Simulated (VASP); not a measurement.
**TaGe3Ru: single point with PBE**

TaGe3Ru:

```
Ta Ge Ru
1.0
     4.69253    0.00000    0.00000
     0.00000    4.69253    0.00000
     0.00000    0.00000    4.69253
Ta Ge Ru
1 3 1
Direct
  0.00000 0.00000 0.00000
  0.00000 0.50000 0.50000
  0.50000 0.00000 0.50000
  0.50000 0.50000 0.00000
  0.50000 0.50000 0.50000
```

```json
{"Program": "VASP 6.6.1", "Task": "single point", "Functional": "PBE", "Potentials or basis": "VASP PAW PBE potentials, release 64 (Ta_pv, Ge_d, Ru_pv)", "Cutoff": "520 eV", "k mesh": "4 × 4 × 4", "Occupations": "gaussian, width 0.1 eV", "Spin": "no spin polarisation"}
```

```json
{"Pressure": "0.2 GPa"}
```

Levels at points of the mesh, in eV from the Fermi level:
```csv
k point,band 29,band 30,band 31,band 32,band 33,band 34,band 35,band 36,band 37,band 38
"(0.00, 0.00, 0.00)",-2.40,-2.40,-0.90,-0.90,-0.38,0.25,0.25,0.25,1.24,1.24
"(0.50, 0.00, 0.00)",-2.95,-2.26,-2.26,-2.07,0.02,0.55,0.84,1.08,1.08,1.66
"(0.50, 0.50, 0.00)",-3.65,-0.90,-0.72,-0.53,-0.53,-0.10,-0.10,0.03,0.31,0.56
"(0.50, 0.50, 0.50)",-4.19,-4.19,-1.45,0.16,0.16,0.16,0.58,0.58,0.89,0.89
```

Run time: 60 s on 1 thread of Intel Xeon 6975P-C, with other jobs on the host, peak memory 0.22 GiB.

Caveat: spin-orbit coupling is left out, which moves the levels of the heavy elements.
